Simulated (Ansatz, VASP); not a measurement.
NiOs: VASP beside Ansatz

```
Ni Os
1.0
     2.61338    0.00000    0.00000
     0.00000    2.61338    0.00000
     0.00000    0.00000    3.70354
Ni Os
1 1
Direct
  0.00000 0.00000 0.00000
  0.50000 0.50000 0.50000
```

Alike in both runs: functional PBE; k mesh 16 × 16 × 12; occupations gaussian, width 0.1 eV; no spin polarisation.

Ansatz relaxed the structure, and its values are those at the end. VASP's run is a single point on that final structure, the one shown.

|  | VASP | Ansatz |
| --- | --- | --- |
| version | VASP 6.6.1 | Ansatz 0.2.0 |
| potentials or method | VASP PAW PBE potentials, release 64 (Ni, Os), cutoff 520 eV | scalar-relativistic, plane waves, PAW |
| valence electrons in the cell | 18 | 34 |

Ansatz gave:

| Item | Value |
| --- | --- |
| gap on the k mesh at the Fermi level (eV) | none |
| pressure (GPa) | 0.0 |

Problem. Which values does VASP return?

Solution. gap on the k mesh at the Fermi level (eV): none; pressure (GPa): -0.1.

A gap of «none» marks a metal or a gap that the smearing closes. With one functional, cell and mesh, what is left measures potentials, basis and numerics. VASP's potentials hold 18 valence electrons a cell and Ansatz's 34, so a difference there can come from the potentials and not from the codes.

Spin-orbit coupling is off throughout.
